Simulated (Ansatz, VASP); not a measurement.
## Two plane-wave programs on Si4C3

INCAR

```
PREC     = Accurate       # precision mode
ENCUT    = 600            # plane-wave cutoff, eV
EDIFF    = 1E-7           # SCF threshold, eV
ISMEAR   = 0              # smearing method
SIGMA    = 0.1            # smearing width, eV
LREAL    = F              # projectors in reciprocal space
LASPH    = T              # aspherical terms in the spheres
NELM     = 80             # most SCF steps
ALGO     = Normal         # electronic algorithm
ISIF     = 3              # what is computed and relaxed
LWAVE    = F              # write WAVECAR
LCHARG   = F              # write CHGCAR
GGA      = PE             # functional
IBRION   = 2              # ionic algorithm
NSW      = 100            # ionic steps
EDIFFG   = -0.01          # ionic threshold
```

The input KPOINTS:

```
Automatic mesh
0
Gamma
  6 6 10
```

Contents of POSCAR:

```
Si4C3
1.0
    8.2882996786      0.0000000000      0.0000000000
   -4.1441498393      7.1778780759      0.0000000000
    0.0000000000      0.0000000000      3.0047608885
Si C
8 6
Direct
    0.6666666667      0.3333333333      0.7500000000
    0.3403402732      0.3802111514      0.7500000000
    0.6197888486      0.9601291218      0.7500000000
    0.0398708782      0.6596597268      0.7500000000
    0.3333333333      0.6666666667      0.2500000000
    0.9601291218      0.3403402732      0.2500000000
    0.3802111514      0.0398708782      0.2500000000
    0.6596597268      0.6197888486      0.2500000000
    0.4006906621      0.1882964656      0.7500000000
    0.7876058035      0.5993093379      0.7500000000
    0.8117035344      0.2123941965      0.7500000000
    0.2123941965      0.4006906621      0.2500000000
    0.1882964656      0.7876058035      0.2500000000
    0.5993093379      0.8117035344      0.2500000000
```

Input for Ansatz:

```yaml
crystal:
  lattice:
    - [8.2882996786, 0.0, 0.0]
    - [-4.1441498393, 7.1778780759, 0.0]
    - [0.0, 0.0, 3.0047608885]
  atoms:
    - { symbol: Si, position: [0.6666666667, 0.3333333333, 0.75] }
    - { symbol: Si, position: [0.3403402732, 0.3802111514, 0.75] }
    - { symbol: Si, position: [0.6197888486, 0.9601291218, 0.75] }
    - { symbol: Si, position: [0.0398708782, 0.6596597268, 0.75] }
    - { symbol: Si, position: [0.3333333333, 0.6666666667, 0.25] }
    - { symbol: Si, position: [0.9601291218, 0.3403402732, 0.25] }
    - { symbol: Si, position: [0.3802111514, 0.0398708782, 0.25] }
    - { symbol: Si, position: [0.6596597268, 0.6197888486, 0.25] }
    - { symbol: C, position: [0.4006906621, 0.1882964656, 0.75] }
    - { symbol: C, position: [0.7876058035, 0.5993093379, 0.75] }
    - { symbol: C, position: [0.8117035344, 0.2123941965, 0.75] }
    - { symbol: C, position: [0.2123941965, 0.4006906621, 0.25] }
    - { symbol: C, position: [0.1882964656, 0.7876058035, 0.25] }
    - { symbol: C, position: [0.5993093379, 0.8117035344, 0.25] }
basis:
  ecutwfc: 420
kpoints:
  mp_grid: { grid: [6, 6, 10] }
hamiltonian:
  xc: pbe
scf:
  occupations: { method: gaussian, width: 0.1 }
output:
  forces: true
  stress: true
  eigenvalues: true
relax:
  adjacent_minimum: "off"
  f_tol: 0.01
  max_steps: 80
  cell: { stress_tol: 0.05 }
```

Alike in both runs: task relaxation of cell and atoms; functional PBE; k mesh 6 × 6 × 10; occupations gaussian, width 0.1 eV; no spin polarisation.

|  | VASP | Ansatz |
| --- | --- | --- |
| version | VASP 6.6.1 | Ansatz 0.2.0 |
| potentials or method | VASP PAW PBE potentials, release 64 (Si, C), cutoff 600 eV | scalar-relativistic, plane waves, PAW |
| valence electrons in the cell | 56 | 56 |

```tsv
	VASP	Ansatz	Ansatz less VASP
gap on the k mesh at the Fermi level, each at its own relaxed structure (eV)	none	none	-
relaxed volume (Å³/atom)	12.71	12.72	+0.011
relaxed length of the cell vector where the two differ most in proportion (Å)	2.999	3.000	+0.0011
```

A gap of «none» marks a metal or a gap that the smearing closes.
